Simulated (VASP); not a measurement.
A run of VASP 6.6.1:

The input INCAR:

```
SYSTEM = MgO
  ALGO = Normal
  EDIFF = 1E-6
  ENCUT = 520
  GGA = PE
  ISIF = 2
  ISMEAR = 0
  LASPH = .TRUE.
  LCHARG = .FALSE.
  LREAL = .FALSE.
  LWAVE = .FALSE.
  NBANDS = 11
  NELM = 80
  PREC = Accurate
  SIGMA = 0.05
```

The input KPOINTS:

```
k-points
0
G
  14 14 14
  0 0 0
```

Contents of POSCAR:

```
MgO
1.0
    2.4279816748      0.0000000000      0.0000000000
    0.0000000000      2.4279816748      0.0000000000
    0.0000000000      0.0000000000      2.4279816748
Mg O
1 1
Direct
    0.0000000000      0.0000000000      0.0000000000
    0.5000000000      0.5000000000      0.5000000000
```

Potentials or basis: VASP PAW PBE potentials, release 64 (Mg, O).

Command:

```console
$ cat potpaw_PBE.64/Mg/POTCAR potpaw_PBE.64/O/POTCAR > POTCAR
$ mpirun -np 1 vasp_std > vasp.out
```

Hardware: 1 thread of Intel(R) Xeon(R) 6975P-C (Granite Rapids), with other jobs on the host.

Task: How long does it take, and how much memory?

Result: Run time: 5.6 s on 1 thread of Intel(R) Xeon(R) 6975P-C (Granite Rapids), with other jobs on the host, peak memory 0.13 GiB. Counts: scf iterations 11, k points 120.
